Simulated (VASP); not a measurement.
SnSe, 2 atoms in the cell. It takes space group F-43m (No. 216, cubic). The conventional cell has a = 6.778 Å, b = 6.778 Å, c = 6.778 Å, α = 90.00°, β = 90.00°, γ = 90.00°. Sn (site symmetry -43m) has 4 Se at 2.94 Å within 3.9 Å. Within 3.9 Å of Se (site symmetry -43m) lie 4 Sn at 2.94 Å. 

- Program: VASP 6.6.1
- Task: relaxation of cell and atoms
- Functional: PBEsol
- Potentials or basis: VASP PAW PBE potentials, release 64 (Sn_d, Se)
- Cutoff: 600 eV
- k mesh: 6 × 6 × 6
- Occupations: fermi-dirac, width 0.02 eV
- Spin: no spin polarisation
- Dipole correction: no
- Further INCAR settings: ALGO = Normal; EDIFF = 1e-07; IBRION = 2; EDIFFG = -0.005; NSW = 80; ISIF = 3

Potentials or basis: VASP PAW PBE potentials, release 64 (Sn_d, Se).

Run with:

```bash
$ cat potpaw_PBE.64/Sn_d/POTCAR potpaw_PBE.64/Se/POTCAR > POTCAR
$ mpirun -np 1 vasp_std > vasp.out
```

Hardware: 1 thread of Intel(R) Xeon(R) Platinum 8488C (Sapphire Rapids), on a shared host.

**Question.** Estimate the wall time of this run.

**Answer.** It took 57 s on 1 thread of Intel(R) Xeon(R) Platinum 8488C (Sapphire Rapids), on a shared host, peak memory 0.25 GiB. Counts: scf iterations 24, k points 16, ion steps 2.
